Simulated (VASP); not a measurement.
# Ca (I4/mmm) in VASP: notebook

Aim: see how the results for Ca move with the level of theory and the settings. Levels: r2SCANh, PBE0, HSE06. Tasks: single point.

Program: VASP 6.6.1. These are calculated values, not measurements. Logs are shortened: lines on timing, memory, paths and dates and some standing lists are left out, and cuts for length are marked.

### 1 The cell of the first run

The structure is tetragonal, space group I4/mmm (No. 139). The conventional cell has a = 4.410 Å, b = 4.410 Å, c = 4.392 Å, α = 90.00°, β = 90.00°, γ = 90.00°. Ca (site symmetry 4/mmm) has 14 Ca at 3.81 to 4.41 Å within 5.0 Å.

This isn't the form of Ca at room conditions, which is fcc.

### 2 Single point, r2SCANh

POSCAR

```
Ca
1.0
   -2.2052049050      2.2052049050      2.1961148100
    2.2052049050     -2.2052049050      2.1961148100
    2.2052049050      2.2052049050     -2.1961148100
Ca
1
Direct
    0.5000000000      0.5000000000      0.0000000000
```

INCAR.step1

```
SYSTEM = Ca
PREC = Accurate
ENCUT = 440
EDIFF = 1E-5
ISMEAR = 0
SIGMA = 0.05
LREAL = .FALSE.
LASPH = .TRUE.
NELM = 120
ALGO = Normal
ISIF = 2
LWAVE = .TRUE.
LCHARG = .FALSE.
NBANDS = 11
GGA = PE
GGA_COMPAT = .FALSE.
```

INCAR.step2

```
SYSTEM = Ca
PREC = Accurate
ENCUT = 440
EDIFF = 1E-6
ISMEAR = 0
SIGMA = 0.05
LREAL = .FALSE.
LASPH = .TRUE.
NELM = 120
ALGO = Normal
ISIF = 2
LWAVE = .FALSE.
LCHARG = .FALSE.
METAGGA = R2SCAN
LHFCALC = .TRUE.
AEXX = 0.1
LMIXTAU = .TRUE.
PRECFOCK = Normal
NBANDS = 11
ISTART = 1
GGA_COMPAT = .FALSE.
```

KPOINTS

```
regular mesh
0
G
  6 6 6
  0 0 0
```

Potentials or basis: VASP PAW PBE potentials, release 64 (Ca_sv).

Run with:

```sh
$ cat potpaw_PBE.64/Ca_sv/POTCAR > POTCAR
$ cp INCAR.step1 INCAR
$ mpirun -np 1 vasp_std > vasp.out
$ cp INCAR.step2 INCAR
$ mpirun -np 1 vasp_std > vasp.out
```

OUTCAR:

```text
SYSTEM = Ca
   PREC = Accurate
   ENCUT = 440
   EDIFF = 1E-6
   ISMEAR = 0
   LREAL = .FALSE.
   LASPH = .TRUE.
   NELM = 120
   ISIF = 2
   METAGGA = R2SCAN
   LHFCALC = .TRUE.
   AEXX = 0.1
   PRECFOCK = Normal
   ISTART = 1

 ion  position               nearest neighbor table
   1  0.500  0.500  0.000-

  LATTYP: Found a body centered tetragonal cell.
 ALAT       =     4.4104098100
 C/A-ratio  =     0.9958778910

  Lattice vectors:

 A1 = (  -2.2052049050,   2.2052049050,   2.1961148100)
 A2 = (   2.2052049050,  -2.2052049050,   2.1961148100)
 A3 = (   2.2052049050,   2.2052049050,  -2.1961148100)

Analysis of symmetry for initial positions (statically):
=====================================================================
 Subroutine PRICEL returns:
 Original cell was already a primitive cell.

 Routine SETGRP: Setting up the symmetry group for a
 body centered tetragonal supercell.

 Subroutine GETGRP returns: Found 16 space group operations
 (whereof 16 operations were pure point group operations)
 out of a pool of 16 trial point group operations.

The static configuration has the point symmetry D_4h.

Analysis of symmetry for dynamics (positions and initial velocities):
=====================================================================
 Subroutine PRICEL returns:
 Original cell was already a primitive cell.

 Routine SETGRP: Setting up the symmetry group for a
 body centered tetragonal supercell.

 Subroutine GETGRP returns: Found 16 space group operations
 (whereof 16 operations were pure point group operations)
 out of a pool of 16 trial point group operations.

The dynamic configuration has the point symmetry D_4h.

 Subroutine INISYM returns: Found 16 space group operations
 (whereof 16 operations are pure point group operations),
 and found     1 'primitive' translations

----------------------------------------------------------------------------------------

                                     Primitive cell

  volume of cell :      42.7182

  direct lattice vectors                    reciprocal lattice vectors
    -2.205204905  2.205204905  2.196114810     0.000000000  0.226736300  0.227674800
     2.205204905 -2.205204905  2.196114810     0.226736300  0.000000000  0.227674800
     2.205204905  2.205204905 -2.196114810     0.226736300  0.226736300  0.000000000

  length of vectors
     3.814285989  3.814285989  3.814285989     0.321317855  0.321317855  0.320653550

[... 87 lines left out ...]
   TEBEG  =    0.0;   TEEND  =   0.0 temperature during run
   PSTRESS=    0.0 pullay stress
   NELECT =      10.0000    total number of electrons
   NUPDOWN=      -1.0000    fix difference up-down
   EMIN   =  10.00;   EMAX   =-10.00  energy-range for DOS
   EFERMI =   0.00;   METHOD = LEGACY
   ISMEAR =     0;   SIGMA  =   0.05  broadening in eV -4-tet -1-fermi 0-gaus
   EFERMI_NEDOS =   21; number of points for ismear=-14 and -15
   IALGO  =     38    algorithm
   IMIX   =      1    mixing-type and parameters
     AMIX     =   0.40;   BMIX     =  1.00
     AMIX_MAG =   1.60;   BMIX_MAG =  1.00
  volume/ion in A,a.u.               =      42.72       288.28
  Fermi-wavevector in a.u.,A,eV,Ry     =   1.008952  1.906643 13.850516  1.017984
  Thomas-Fermi vector in A             =   2.141851
   LORBIT       =      0    0 simple, 1 ext, 2 COOP (PROOUT), +10 PAW based schemes
   METAGGA = R2SCAN    functional components
   LHFCALC =     T    Hartree Fock is set to
   PRECFOCK=normal    Normal, Fast or Accurate (Low or Medium for compatibility)
   ENCUT4O =  -1.0   cutoff for four orbital integrals eV
   NKREDX  =     1    reduce k-point grid by
   NKREDY  =     1    reduce k-point grid by
   NKREDZ  =     1    reduce k-point grid by
   AEXX    =    0.1000 exact exchange contribution
   HFSCREEN=    0.0000 screening length (either q_TF or 0.3 A-1)
   HFSCREENC=   0.0000 screening length for correlation (either q_TF or 0.3 A-1)
   ENCUTFOCK=  -1.0 apply spherical cutoff to Coloumb kernel
   IVDW    =     0    specifies the selected vdW correction
   LEPSILON=     F    determine dielectric tensor
   LRPA    =     F    only Hartree local field effects (RPA)
 non-spin polarized calculation
 Gauss-broadening in eV      SIGMA  =   0.05
  energy-cutoff  :      440.00
  volume of cell :       42.72
 maximum number of plane-waves:       935
 NGX is ok and might be reduce to    28
  NGX = 20; NGY = 20; NGZ = 20

 number of electron      10.0000001 magnetization

 Free energy of the ion-electron system (eV)
  ---------------------------------------------------
  ext. energy  EPLUGINS =         0.00000000
  ---------------------------------------------------
  free energy    TOTEN  =        -6.46275138 eV

  energy without entropy =       -6.46230034  energy(sigma->0) =       -6.46252586

 E-fermi :   2.0613     XC(G=0):  -7.4661

 val. band max:        2.0361858330   @ k =   0.3333   0.3333   0.1667
 cond. band min:       2.1887579347   @ k =   0.3333   0.1667   0.1667
 fundamental gap:      0.1525721017
 Fermi energy:         2.0612523926

 k-point     1 :       0.0000    0.0000    0.0000
  band No.  band energies     occupation
      1     -43.2465      2.00000
      2     -22.7939      2.00000
      3     -22.7926      2.00000
      4     -22.7926      2.00000
      5      -2.7628      2.00000
      6       5.1000      0.00000
      7       5.1187      0.00000
      8       5.1187      0.00000
      9       6.2394      0.00000
     10       6.2655      0.00000
     11      12.9852      0.00000
[... 309 lines left out ...]
 k-point    24 :      -0.1667   -0.3333    0.1667
  band No.  band energies     occupation
      1     -43.2322      2.00000
      2     -22.8960      2.00000
      3     -22.8418      2.00000
      4     -22.8208      2.00000
      5      -0.2375      2.00000
      6       3.5086      0.00000
      7       4.5274      0.00000
      8       5.2618      0.00000
      9       6.4604      0.00000
     10       6.5101      0.00000
     11       9.5681      0.00000

 [... further k-points ...]
[... 5 lines left out ...]
  --------------------------------------------------------------------------------------
  -------------------------------------------------------------------------------------
  Total        0.2029142      0.2029142      0.1581792      0.0000000      0.0000000      0.0000000
  in kB        7.6104442      7.6104442      5.9326278      0.0000000      0.0000000      0.0000000
  external PRESSURE =       7.0511720 kB  Pullay stress =       0.0000000 kB

 VOLUME and BASIS-vectors are now :
 -----------------------------------------------------------------------------
  energy-cutoff  :      440.00
  volume of cell :       42.72
      direct lattice vectors                 reciprocal lattice vectors
    -2.205204905  2.205204905  2.196114810     0.000000000  0.226736300  0.227674800
     2.205204905 -2.205204905  2.196114810     0.226736300  0.000000000  0.227674800
     2.205204905  2.205204905 -2.196114810     0.226736300  0.226736300  0.000000000

 POSITION                                       TOTAL-FORCE (eV/Angst)
 -----------------------------------------------------------------------------------
      0.00000      0.00000      2.19611         0.000000      0.000000      0.000000
 -----------------------------------------------------------------------------------
    total drift:                               -0.000000      0.000000     -0.000000

  FREE ENERGIE OF THE ION-ELECTRON SYSTEM (eV)
  ---------------------------------------------------
  free  energy   TOTEN  =        -6.4627513837 eV

  energy  without entropy=       -6.4623003417  energy(sigma->0) =       -6.46252586
```

OUTCAR.step1:

```text
SYSTEM = Ca
   PREC = Accurate
   ENCUT = 440
   EDIFF = 1E-5
   ISMEAR = 0
   LREAL = .FALSE.
   LASPH = .TRUE.
   NELM = 120
[... 554 lines left out ...]
 -----------------------------------------------------------------------------------
      0.00000      0.00000      2.19611         0.000000     -0.000000      0.000000
 -----------------------------------------------------------------------------------
    total drift:                                0.000000     -0.000000      0.000000

  FREE ENERGIE OF THE ION-ELECTRON SYSTEM (eV)
  ---------------------------------------------------
  free  energy   TOTEN  =        -1.9080697854 eV

  energy  without entropy=       -1.9050224810  energy(sigma->0) =       -1.90654613
```

OSZICAR.step1:

```text
N       E                     dE             d eps       ncg     rms          rms(c)
DAV:   1     0.616542458147E+02    0.61654E+02   -0.49927E+03   660   0.719E+02
DAV:   2     0.130439584529E+01   -0.60350E+02   -0.59869E+02   732   0.204E+02
DAV:   3    -0.176536338021E+01   -0.30698E+01   -0.30348E+01  1156   0.371E+01
DAV:   4    -0.191423956848E+01   -0.14888E+00   -0.14860E+00   833   0.485E+00
DAV:   5    -0.191582961933E+01   -0.15901E-02   -0.15900E-02   914   0.581E-01    0.223E+00
DAV:   6    -0.190948708429E+01    0.63425E-02   -0.10362E-02   807   0.111E+00    0.136E+00
DAV:   7    -0.190842569437E+01    0.10614E-02   -0.16233E-02   774   0.146E+00    0.952E-02
DAV:   8    -0.190804462569E+01    0.38107E-03   -0.15884E-03   805   0.387E-01    0.204E-02
DAV:   9    -0.190806790352E+01   -0.23278E-04   -0.94552E-05   906   0.694E-02    0.676E-03
DAV:  10    -0.190806978535E+01   -0.18818E-05   -0.84880E-06   570   0.281E-02
   1 F= -.19080698E+01 E0= -.19065461E+01  d E =-.304730E-02
```

Wall time 26 min (1 thread of AMD EPYC 7R43 (Zen 3), shared host); peak memory 0.14 GiB.

What came out:

```
Free energy            : -6.4628 eV
Pressure               : 0.7 GPa
Band gap on the k mesh : zero (bands 5 and 6 overlap by 0.75 eV)
```

Caveat: the PAW data sets were made with another functional, which shifts forces and pressure a little.

[end of part 1 of 2]

The gap in the log of VASP goes by the Fermi energy; the results here count the filled bands.